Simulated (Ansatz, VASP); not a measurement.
## Two plane-wave programs on H2O

```
CELL_PARAMETERS angstrom
7.17473 0.00000 0.00000
0.00000 6.32742 0.00000
0.00000 0.00000 23.28119
ATOMIC_POSITIONS crystal
O 0.48448 0.64882 0.61342
H 0.35511 0.60420 0.61741
H 0.48109 0.80525 0.61019
```

Alike in both runs: task single point; functional PBE; dispersion D3(BJ); k mesh 2 × 3 × 1; occupations gaussian, width 0.05 eV; no spin polarisation.

|  | VASP | Ansatz |
| --- | --- | --- |
| version | VASP 6.6.1 | Ansatz 0.2.0 |
| potentials or method | VASP PAW PBE potentials, release 64 (O_h, H_h), cutoff 910 eV | scalar-relativistic, plane waves, PAW |
| valence electrons in the cell | 8 | 8 |

|  | VASP | Ansatz | Ansatz less VASP |
| --- | --- | --- | --- |
| gap on the k mesh at the Fermi level (eV) | 5.81 | 5.80 | -0.004 |
| rms of the force components (eV/Å) | 0.476 | 0.477 | +0.0012 |

Atom by atom the forces differ by 0.005 eV/Å (rms over components).

The k mesh is coarse, so the values compare programs but aren't converged. Noted on VASP's run: the cutoff is short for stress, so the pressure is rough.
